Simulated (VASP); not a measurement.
# Re (P6_3/mmc) in VASP: single point with LDA

Aim: the single point of Re with LDA.

Program: VASP 6.6.1. These are calculated values, not measurements. Logs are shortened: lines on timing, memory, paths and dates and some standing lists are left out, and cuts for length are marked.

## (1) The cell of the first run

Symmetry: P6_3/mmc, No. 194, hexagonal system. Conventional cell: a = 2.765 Å, b = 2.765 Å, c = 4.474 Å, α = 90.00°, β = 90.00°, γ = 120.00°. Within 3.6 Å of Re (site symmetry -6m2) lie 12 Re at 2.75 to 2.77 Å.

## (2) Single point, LDA

Contents of INCAR:

```
  PREC = Accurate
  ENCUT = 600
  EDIFF = 1E-6
  ISMEAR = 0
  SIGMA = 0.1
  LREAL = F
  LASPH = T
  NELM = 120
  ALGO = Normal
  ISIF = 2
  LWAVE = F
  LCHARG = T
  LELF = T
  LVHAR = T
  NBANDS = 14
  GGA_COMPAT = F
```

Contents of KPOINTS:

```
Automatic mesh
0
Gamma
  9 9 4
```

Contents of POSCAR:

```
Re
1.0
    2.7653363785      0.0000000000      0.0000000000
   -1.3826681893      2.3948515538      0.0000000000
    0.0000000000      0.0000000000      4.4735766300
Re
2
Direct
    0.3333333300      0.6666666700      0.2500000000
    0.6666666700      0.3333333300      0.7500000000
```

Potentials or basis: VASP PAW LDA potentials, release 64 (Re).

Started as:

```
$ cat potpaw_LDA.64/Re/POTCAR > POTCAR
$ mpirun -np 1 vasp_std > vasp.out
```

OUTCAR:

```text
PREC = Accurate
   ENCUT = 600
   EDIFF = 1E-6
   ISMEAR = 0
   LREAL = F
   LASPH = T
   NELM = 120
   ISIF = 2

 ion  position               nearest neighbor table
   1  0.333  0.667  0.250-   2 2.75   2 2.75   2 2.75   2 2.75   2 2.75   2 2.75
   2  0.667  0.333  0.750-   1 2.75   1 2.75   1 2.75   1 2.75   1 2.75   1 2.75

  LATTYP: Found a hexagonal cell.
 ALAT       =     2.7653363785
 C/A-ratio  =     1.6177332583

  Lattice vectors:

 A1 = (   2.7653363785,   0.0000000000,   0.0000000000)
 A2 = (  -1.3826681893,   2.3948515538,   0.0000000000)
 A3 = (   0.0000000000,   0.0000000000,   4.4735766300)

Analysis of symmetry for initial positions (statically):
=====================================================================
 Subroutine PRICEL returns:
 Original cell was already a primitive cell.

 Routine SETGRP: Setting up the symmetry group for a
 hexagonal supercell.

 Subroutine GETGRP returns: Found 24 space group operations
 (whereof 12 operations were pure point group operations)
 out of a pool of 24 trial point group operations.

The static configuration has the point symmetry D_3d.
 The point group associated with its full space group is D_6h.

Analysis of symmetry for dynamics (positions and initial velocities):
=====================================================================
 Subroutine PRICEL returns:
 Original cell was already a primitive cell.

 Routine SETGRP: Setting up the symmetry group for a
 hexagonal supercell.

 Subroutine GETGRP returns: Found 24 space group operations
 (whereof 12 operations were pure point group operations)
 out of a pool of 24 trial point group operations.

The dynamic configuration has the point symmetry D_3d.
 The point group associated with its full space group is D_6h.

 Subroutine INISYM returns: Found 24 space group operations
 (whereof 12 operations are pure point group operations),
 and found     1 'primitive' translations

----------------------------------------------------------------------------------------

                                     Primitive cell

  volume of cell :      29.6266

  direct lattice vectors                    reciprocal lattice vectors
     2.765336378  0.000000000  0.000000000     0.361619660  0.208781208  0.000000000
    -1.382668189  2.394851554  0.000000000     0.000000000  0.417562416  0.000000000
     0.000000000  0.000000000  4.473576630     0.000000000  0.000000000  0.223534787

  length of vectors
     2.765336378  2.765336379  4.473576630     0.417562416  0.417562416  0.223534787
[... 87 lines left out ...]
   ISIF   =      2    stress and relaxation
   ISYM   =      2    0-nonsym 1-usesym 2-fastsym
   POTIM  = 0.5000    time-step for ionic-motion
   TEBEG  =    0.0;   TEEND  =   0.0 temperature during run
   PSTRESS=    0.0 pullay stress
   NELECT =      14.0000    total number of electrons
   NUPDOWN=      -1.0000    fix difference up-down
   EMIN   =  10.00;   EMAX   =-10.00  energy-range for DOS
   EFERMI =   0.00;   METHOD = LEGACY
   ISMEAR =     0;   SIGMA  =   0.10  broadening in eV -4-tet -1-fermi 0-gaus
   EFERMI_NEDOS =   21; number of points for ismear=-14 and -15
   IALGO  =     38    algorithm
   IMIX   =      4    mixing-type and parameters
     AMIX     =   0.40;   BMIX     =  1.00
     AMIX_MAG =   1.60;   BMIX_MAG =  1.00
  volume/ion in A,a.u.               =      14.81        99.96
  Fermi-wavevector in a.u.,A,eV,Ry     =   1.275138  2.409661 22.122743  1.625976
  Thomas-Fermi vector in A             =   2.407867
   LORBIT       =      0    0 simple, 1 ext, 2 COOP (PROOUT), +10 PAW based schemes
   GGA     = CA    functional components
   LHFCALC =     F    Hartree Fock is set to
   AEXX    =    0.0000 exact exchange contribution
   IVDW    =     0    specifies the selected vdW correction
   LEPSILON=     F    determine dielectric tensor
   LRPA    =     F    only Hartree local field effects (RPA)
 non-spin polarized calculation
 Gauss-broadening in eV      SIGMA  =   0.10
  energy-cutoff  :      600.00
  volume of cell :       29.63
 maximum number of plane-waves:      1014
 NGX is ok and might be reduce to    24
   NGX = 11   NGY = 11   NGZ = 17

 number of electron      14.0000000 magnetization

 Free energy of the ion-electron system (eV)
  ---------------------------------------------------
  ext. energy  EPLUGINS =         0.00000000
  ---------------------------------------------------
  free energy    TOTEN  =       -27.50169253 eV

  energy without entropy =      -27.49387142  energy(sigma->0) =      -27.49778197

 E-fermi :   7.7919     XC(G=0): -13.8044

 val. band max:        7.7748365970   @ k =   0.1111   0.1111   0.0000
 cond. band min:       7.8201499984   @ k =   0.3333   0.3333   0.5000
 fundamental gap:      0.0453134014
 Fermi energy:         7.7918806399

 k-point     1 :       0.0000    0.0000    0.0000
  band No.  band energies     occupation
      1      -1.9869      2.00000
      2       1.2012      2.00000
      3       6.1593      2.00000
      4       6.1835      2.00000
      5       6.1835      2.00000
      6       7.0054      2.00000
      7       7.0054      2.00000
      8       7.9459      0.02937
      9       7.9459      0.02937
     10       8.4712      0.00000
     11      11.0853      0.00000
     12      11.0853      0.00000
     13      17.6820      0.00000
     14      21.9759      0.00000
[... 377 lines left out ...]
      1       3.0936      2.00000
      2       3.5146      2.00000
      3       3.5146      2.00000
      4       4.4771      2.00000
      5       5.6419      2.00000
      6       5.6419      2.00000
      7       7.5965      1.99428
      8       9.5434      0.00000
      9      11.0014      0.00000
     10      11.0014      0.00000
     11      15.1503      0.00000
     12      15.1503      0.00000
     13      17.9849      0.00000
     14      20.8956      0.00000

 [... further k-points ...]
[... 5 lines left out ...]
  --------------------------------------------------------------------------------------
  -------------------------------------------------------------------------------------
  Total       -1.9655240     -1.9655240     -2.3262525      0.0000000     -0.0000000     -0.0000000
  in kB     -106.2936893   -106.2936893   -125.8015478      0.0000000     -0.0000000     -0.0000000
  external PRESSURE =    -112.7963088 kB  Pullay stress =       0.0000000 kB

 VOLUME and BASIS-vectors are now :
 -----------------------------------------------------------------------------
  energy-cutoff  :      600.00
  volume of cell :       29.63
      direct lattice vectors                 reciprocal lattice vectors
     2.765336378  0.000000000  0.000000000     0.361619660  0.208781208  0.000000000
    -1.382668189  2.394851554  0.000000000     0.000000000  0.417562416  0.000000000
     0.000000000  0.000000000  4.473576630     0.000000000  0.000000000  0.223534787

 POSITION                                       TOTAL-FORCE (eV/Angst)
 -----------------------------------------------------------------------------------
     -0.00000      1.59657      1.11839         0.000000     -0.000000      0.000000
      1.38267      0.79828      3.35518        -0.000000      0.000000      0.000000
 -----------------------------------------------------------------------------------
    total drift:                               -0.000000      0.000000     -0.000000

  FREE ENERGIE OF THE ION-ELECTRON SYSTEM (eV)
  ---------------------------------------------------
  free  energy   TOTEN  =       -27.5016925254 eV

  energy  without entropy=      -27.4938714205  energy(sigma->0) =      -27.49778197
```

OSZICAR:

```text
N       E                     dE             d eps       ncg     rms          rms(c)
DAV:   1     0.112935557463E+03    0.11294E+03   -0.63910E+03  1090   0.114E+03
DAV:   2    -0.213991219310E+02   -0.13433E+03   -0.11704E+03  1600   0.404E+02
DAV:   3    -0.288539554914E+02   -0.74548E+01   -0.65180E+01  1730   0.120E+02
DAV:   4    -0.289816990202E+02   -0.12774E+00   -0.12708E+00  1452   0.948E+00
DAV:   5    -0.289823291510E+02   -0.63013E-03   -0.62999E-03  1674   0.127E+00    0.421E+01
DAV:   6    -0.278582925427E+02    0.11240E+01   -0.92404E-01  1730   0.157E+01    0.174E+01
DAV:   7    -0.275130382146E+02    0.34525E+00   -0.57827E-01  1730   0.121E+01    0.376E-01
DAV:   8    -0.275030525702E+02    0.99856E-02   -0.47494E-03  1536   0.616E-01    0.169E-01
DAV:   9    -0.275016890114E+02    0.13636E-02   -0.47217E-04  1656   0.172E-01    0.352E-02
DAV:  10    -0.275016930629E+02   -0.40515E-05   -0.33657E-05  1482   0.520E-02    0.175E-02
DAV:  11    -0.275016925254E+02    0.53747E-06   -0.85767E-07   988   0.106E-02
   1 F= -.27501693E+02 E0= -.27497782E+02  d E =-.782110E-02
```

Wall time 27 s (1 thread of AMD EPYC 7R13, shared host); peak memory 0.12 GiB.

What came out:

- Free energy: -27.5017 eV
- Pressure: -11.3 GPa
- Band gap on the k mesh: zero (band 7 reaches 8.91 eV, above the bottom of band 8 at 6.06 eV)

Caveat: spin-orbit coupling is left out, which moves the levels of the heavy elements.
